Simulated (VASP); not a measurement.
Input of a VASP 6.6.1 run:

INCAR

```
SYSTEM = CdO
PREC     = Accurate       ! precision mode
ENCUT    = 600            ! plane-wave cutoff, eV
EDIFF    = 1E-6           ! SCF threshold, eV
ISMEAR   = -1             ! smearing method
SIGMA    = 0.05           ! smearing width, eV
LREAL    = .False.        ! projectors in reciprocal space
LASPH    = .True.         ! aspherical terms in the spheres
NELM     = 120            ! most SCF steps
ALGO     = Normal         ! electronic algorithm
ISIF     = 2              ! what is computed and relaxed
LWAVE    = .False.        ! write WAVECAR
LCHARG   = .True.         ! write CHGCAR
GGA      = LIBXC          ! functional
LIBXC1   = GGA_X_B88    
LIBXC2   = GGA_C_PBE    
LELF     = .True.         ! ELF
LVHAR    = .True.       
NBANDS   = 16             ! bands
GGA_COMPAT= .False.
```

KPOINTS

```
Automatic mesh
0
Gamma
  10 10 10
  0 0 0
```

The input POSCAR:

```
CdO
1.0
    0.0000000000      2.3337310685      2.3337310685
    2.3337310685      0.0000000000      2.3337310685
    2.3337310685      2.3337310685      0.0000000000
Cd O
1 1
Direct
    0.0000000000      0.0000000000      0.0000000000
    0.5000000000      0.5000000000      0.5000000000
```

Potentials or basis: VASP PAW PBE potentials, release 64 (Cd, O).

Run with:

```sh
$ cat potpaw_PBE.64/Cd/POTCAR potpaw_PBE.64/O/POTCAR > POTCAR
$ mpirun -np 1 vasp_std > vasp.out
```

Q: What does it give for the band gap on the k mesh?

A: Zero (bands 9 and 10 overlap by 0.38 eV).

Q: Predict the pressure.

A: 10.3 GPa.

Caveat: the cell stands under pressure; semilocal functionals underestimate gaps, and a narrow one can read as zero; the PAW data sets were made with another functional, which shifts forces and pressure a little.
